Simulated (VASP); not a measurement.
# Ge (Fd-3m) in VASP: further runs, part 2 of 2

VASP 6.6.1.

### Step 5. Single point, PBEsol

This run uses another cell than the first one, of 22.64 Å³/atom, 0.943 times its volume.

File INCAR:

```
ALGO     = Normal         # electronic algorithm
EDIFF    = 1E-6           # SCF threshold, eV
ENCUT    = 520            # plane-wave cutoff, eV
GGA      = PS             # functional
ISIF     = 2              # what is computed and relaxed
ISMEAR   = 0              # smearing method
LASPH    = True           # aspherical terms in the spheres
LCHARG   = True           # write CHGCAR
LELF     = True           # ELF
LREAL    = False          # projectors in reciprocal space
LVHAR    = True         
LWAVE    = False          # write WAVECAR
NBANDS   = 21             # bands
NELM     = 100            # most SCF steps
PREC     = Accurate       # precision mode
SIGMA    = 0.025          # smearing width, eV
```

File KPOINTS:

```
k-points
0
Gamma
  8 8 8
```

File POSCAR:

```
Ge
1.0
    0.0000000000      2.8289100000      2.8289100000
    2.8289100000      0.0000000000      2.8289100000
    2.8289100000      2.8289100000      0.0000000000
Ge
2
Direct
    0.7500000000      0.7500000000      0.7500000000
    0.5000000000      0.5000000000      0.5000000000
```

Potentials or basis: VASP PAW PBE potentials, release 64 (Ge_d).

Run with:

```sh
$ cat potpaw_PBE.64/Ge_d/POTCAR > POTCAR
$ mpirun -np 1 vasp_std > vasp.out
```

OUTCAR:

```text
EDIFF = 1E-6
   ENCUT = 520
   GGA = PS
   ISIF = 2
   ISMEAR = 0
   LASPH = True
   LREAL = False
   NELM = 100
   PREC = Accurate

 ion  position               nearest neighbor table
   1  0.750  0.750  0.750-   2 2.45   2 2.45   2 2.45   2 2.45
   2  0.500  0.500  0.500-   1 2.45   1 2.45   1 2.45   1 2.45

  LATTYP: Found a face centered cubic cell.
 ALAT       =     5.6578200000

  Lattice vectors:

 A1 = (   0.0000000000,   2.8289100000,   2.8289100000)
 A2 = (   2.8289100000,   0.0000000000,   2.8289100000)
 A3 = (   2.8289100000,   2.8289100000,   0.0000000000)

Analysis of symmetry for initial positions (statically):
=====================================================================
 Subroutine PRICEL returns:
 Original cell was already a primitive cell.

 Routine SETGRP: Setting up the symmetry group for a
 face centered cubic supercell.

 Subroutine GETGRP returns: Found 48 space group operations
 (whereof 24 operations were pure point group operations)
 out of a pool of 48 trial point group operations.

The static configuration has the point symmetry T_d .
 The point group associated with its full space group is O_h .

Analysis of symmetry for dynamics (positions and initial velocities):
=====================================================================
 Subroutine PRICEL returns:
 Original cell was already a primitive cell.

 Routine SETGRP: Setting up the symmetry group for a
 face centered cubic supercell.

 Subroutine GETGRP returns: Found 48 space group operations
 (whereof 24 operations were pure point group operations)
 out of a pool of 48 trial point group operations.

The dynamic configuration has the point symmetry T_d .
 The point group associated with its full space group is O_h .

 Subroutine INISYM returns: Found 48 space group operations
 (whereof 24 operations are pure point group operations),
 and found     1 'primitive' translations

----------------------------------------------------------------------------------------

                                     Primitive cell

  volume of cell :      45.2780

  direct lattice vectors                    reciprocal lattice vectors
     0.000000000  2.828910000  2.828910000    -0.176746521  0.176746521  0.176746521
     2.828910000  0.000000000  2.828910000     0.176746521 -0.176746521  0.176746521
     2.828910000  2.828910000  0.000000000     0.176746521  0.176746521 -0.176746521

  length of vectors
     4.000682889  4.000682889  4.000682889     0.306133954  0.306133954  0.306133954

  position of ions in fractional coordinates (direct lattice)
     0.750000000  0.750000000  0.750000000
     0.500000000  0.500000000  0.500000000

  ion indices of the primitive-cell ions
   primitive index   ion index
                 1           1
                 2           2

----------------------------------------------------------------------------------------

 KPOINTS: k-points

Automatic generation of k-mesh.
 Grid dimensions read from file:
 generate k-points for:    8    8    8

 Generating k-lattice:

  Cartesian coordinates                     Fractional coordinates (reciprocal lattice)
    -0.022093315  0.022093315  0.022093315     0.125000000  0.000000000  0.000000000
     0.022093315 -0.022093315  0.022093315     0.000000000  0.125000000  0.000000000
     0.022093315  0.022093315 -0.022093315     0.000000000  0.000000000  0.125000000

  Length of vectors
     0.038266744  0.038266744  0.038266744

  Shift w.r.t. Gamma in fractional coordinates (k-lattice)
     0.000000000  0.000000000  0.000000000

 Subroutine IBZKPT returns following result:
 ===========================================

 Found     29 irreducible k-points:

 Following reciprocal coordinates:
            Coordinates               Weight
  0.000000  0.000000  0.000000      1.000000
  0.125000  0.000000  0.000000      8.000000
  0.250000  0.000000  0.000000      8.000000
  0.375000  0.000000  0.000000      8.000000
  0.500000  0.000000  0.000000      4.000000
  0.125000  0.125000  0.000000      6.000000
[... 16 lines left out ...]
  0.500000  0.250000  0.125000     48.000000
 -0.375000  0.250000  0.125000     24.000000
 [... further k-points ...]
   k-points           NKPTS =     29   k-points in BZ     NKDIM =     29   number of bands    NBANDS=     21
   number of dos      NEDOS =    301   number of ions     NIONS =      2
   total plane-waves  NPLWV =  27000
   dimension x,y,z NGX =    30 NGY =   30 NGZ =   30
   dimension x,y,z NGXF=    60 NGYF=   60 NGZF=   60
   ions per type =               2
   NGX,Y,Z   is equivalent  to a cutoff of  12.47, 12.47, 12.47 a.u.
   NGXF,Y,Z  is equivalent  to a cutoff of  24.93, 24.93, 24.93 a.u.
 SYSTEM =  unknown system
   PREC   = accura    normal or accurate (medium, high low for compatibility)
   ISTART =      0    job   : 0-new  1-cont  2-samecut
   ICHARG =      2    charge: 1-file 2-atom 10-const
   ISPIN  =      1    spin polarized calculation?
   LNONCOLLINEAR =      F non collinear calculations
   LSORBIT =      F    spin-orbit coupling
   LASPH  =      T    aspherical Exc in radial PAW
   ENCUT  =  520.0 eV  38.22 Ry    6.18 a.u.   7.44  7.44  7.44*2*pi/ulx,y,z
   NELM   =    100;   NELMIN=  2; NELMDL= -5     # of ELM steps
   EDIFF  = 0.1E-05   stopping-criterion for ELM
   LREAL  =      F    real-space projection
   EDIFFG = 0.1E-04   stopping-criterion for IOM
   NSW    =      0    number of steps for IOM
   IBRION =     -1    ionic relax: 0-MD 1-quasi-New 2-CG
   NFREE  =      0    steps in history (QN), initial steepest desc. (CG)
   ISIF   =      2    stress and relaxation
   ISYM   =      2    0-nonsym 1-usesym 2-fastsym
   POTIM  = 0.5000    time-step for ionic-motion
   TEBEG  =    0.0;   TEEND  =   0.0 temperature during run
   PSTRESS=    0.0 pullay stress
   NELECT =      28.0000    total number of electrons
   NUPDOWN=      -1.0000    fix difference up-down
   EMIN   =  10.00;   EMAX   =-10.00  energy-range for DOS
   EFERMI =   0.00;   METHOD = LEGACY
   ISMEAR =     0;   SIGMA  =   0.03  broadening in eV -4-tet -1-fermi 0-gaus
   EFERMI_NEDOS =   21; number of points for ismear=-14 and -15
   IALGO  =     38    algorithm
   IMIX   =      4    mixing-type and parameters
     AMIX     =   0.40;   BMIX     =  1.00
     AMIX_MAG =   1.60;   BMIX_MAG =  1.00
  volume/ion in A,a.u.               =      22.64       152.78
  Fermi-wavevector in a.u.,A,eV,Ry     =   1.394756  2.635708 26.468033  1.945346
  Thomas-Fermi vector in A             =   2.518275
   LORBIT       =      0    0 simple, 1 ext, 2 COOP (PROOUT), +10 PAW based schemes
   GGA     = PS    functional components
   LHFCALC =     F    Hartree Fock is set to
   AEXX    =    0.0000 exact exchange contribution
   IVDW    =     0    specifies the selected vdW correction
   LEPSILON=     F    determine dielectric tensor
   LRPA    =     F    only Hartree local field effects (RPA)
 non-spin polarized calculation
 Gauss-broadening in eV      SIGMA  =   0.03
  energy-cutoff  :      520.00
  volume of cell :       45.28
 maximum number of plane-waves:      1243
 NGX is ok and might be reduce to    30
   NGX = 15   NGY = 15   NGZ = 15

 number of electron      28.0000022 magnetization

 Free energy of the ion-electron system (eV)
  ---------------------------------------------------
  ext. energy  EPLUGINS =         0.00000000
  ---------------------------------------------------
  free energy    TOTEN  =        -9.86232648 eV

  energy without entropy =       -9.86223965  energy(sigma->0) =       -9.86228306

 E-fermi :   4.8749     XC(G=0): -10.1270

 val. band max:        4.8644034975   @ k =   0.0000   0.0000   0.0000
 cond. band min:       4.9864051934   @ k =   0.5000   0.0000   0.0000
 fundamental gap:      0.1220016959
 Fermi energy:         4.8748936459

 k-point     1 :       0.0000    0.0000    0.0000
  band No.  band energies     occupation
      1     -19.8967      2.00000
      2     -19.8967      2.00000
      3     -19.8967      2.00000
      4     -19.8602      2.00000
      5     -19.8602      2.00000
      6     -19.6480      2.00000
[... 13 lines left out ...]
     20      14.3434      0.00000
     21      14.3434      0.00000
[... 529 lines left out ...]
 k-point    24 :      -0.3750    0.2500    0.1250
  band No.  band energies     occupation
      1     -19.9427      2.00000
      2     -19.9309      2.00000
      3     -19.8480      2.00000
      4     -19.7976      2.00000
      5     -19.7837      2.00000
      6     -19.7286      2.00000
[... 13 lines left out ...]
     20      15.6999      0.00000
     21      16.2636      0.00000

 [... further k-points ...]

------------------------ aborting loop because EDIFF is reached ----------------------------------------

  FORCE on cell =-STRESS in cart. coord.  units (eV):
  Direction    XX          YY          ZZ          XY          YZ          ZX
  --------------------------------------------------------------------------------------
  -------------------------------------------------------------------------------------
  Total        0.0587904      0.0587904      0.0587904      0.0000000      0.0000000      0.0000000
  in kB        2.0803162      2.0803162      2.0803162      0.0000000      0.0000000      0.0000000
  external PRESSURE =       2.0803162 kB  Pullay stress =       0.0000000 kB

 VOLUME and BASIS-vectors are now :
 -----------------------------------------------------------------------------
  energy-cutoff  :      520.00
  volume of cell :       45.28
      direct lattice vectors                 reciprocal lattice vectors
     0.000000000  2.828910000  2.828910000    -0.176746521  0.176746521  0.176746521
     2.828910000  0.000000000  2.828910000     0.176746521 -0.176746521  0.176746521
     2.828910000  2.828910000  0.000000000     0.176746521  0.176746521 -0.176746521

 POSITION                                       TOTAL-FORCE (eV/Angst)
 -----------------------------------------------------------------------------------
      4.24336      4.24336      4.24336         0.000000      0.000000      0.000000
      2.82891      2.82891      2.82891        -0.000000     -0.000000     -0.000000
 -----------------------------------------------------------------------------------
    total drift:                                0.000000     -0.000000     -0.000000

  FREE ENERGIE OF THE ION-ELECTRON SYSTEM (eV)
  ---------------------------------------------------
  free  energy   TOTEN  =        -9.8623264765 eV

  energy  without entropy=       -9.8622396534  energy(sigma->0) =       -9.86228306
```

Wall time 27 s (1 thread of Intel Xeon 6975P-C, shared host); peak memory 0.17 GiB.

What came out:

| Quantity | Value |
| --- | --- |
| Free energy | -9.8623 eV |
| Pressure | 0.2 GPa |
| Band gap on the k mesh | zero (filled and empty bands touch) |

Caveat: the PAW data sets were made with another functional, which shifts forces and pressure a little.

### Step 6. Overview

| task | level | potentials or basis | cell | cutoff (eV) | smearing | gap on the mesh (eV) | pressure (GPa) |
| --- | --- | --- | --- | --- | --- | --- | --- |
| single point | SVWN5 | VASP PAW PBE potentials, release 64 (Ge_d) | a = 4.079 Å, angles 60.0°, 2 atoms | 520 | fermi-dirac 0.05 eV | none | -4.6 |
| single point | LDA | VASP PAW LDA potentials, release 64 (Ge_d) | a = 4.079 Å, angles 60.0°, 2 atoms | 520 | fermi-dirac 0.05 eV | none | -4.5 |
| relaxation of cell and atoms | RPBE+D3(BJ) | VASP PAW PBE potentials, release 64 (Ge_d) | relaxed from a = 4.001 Å, angles 60.0°, 2 atoms | 600 | fermi-dirac 0.05 eV | 0.48 | 0.0 |
| single point | PBEsol | VASP PAW PBE potentials, release 64 (Ge_d) | a = 4.001 Å, angles 60.0°, 2 atoms | 520 | gaussian 0.025 eV | none | 0.2 |

Alike in all rows: no spin polarisation; k mesh 8 × 8 × 8.

Caveats: the PAW data sets were made with another functional, which shifts forces and pressure a little (some runs).

Total energies depend on the potentials used, so only differences within one code and one set of settings carry meaning.

### Step 7. Against experiment

Step 4. The cell as given is a measured one (22.64 Å³/atom); RPBE+D3(BJ) puts the equilibrium volume -6.4 % from it, thermal expansion not counted.

Step 5. Against the measured gap of Ge, 0.744 eV (indirect; 0 K; “Temperature-dependent photoluminescence in Ge: experiment and theory”, 2020, arxiv:2003.00143), the calculated 0.00 eV is off by -0.74 eV. 3 values of this kind are on record (0.666 to 0.807 eV); this one was drawn at random among those near their median. Spin-orbit coupling on Ge is left out. The value is that of PBEsol on a finite k mesh, which can miss the band edges, without temperature or zero-point motion. Semilocal functionals fall short of measured gaps as a rule.
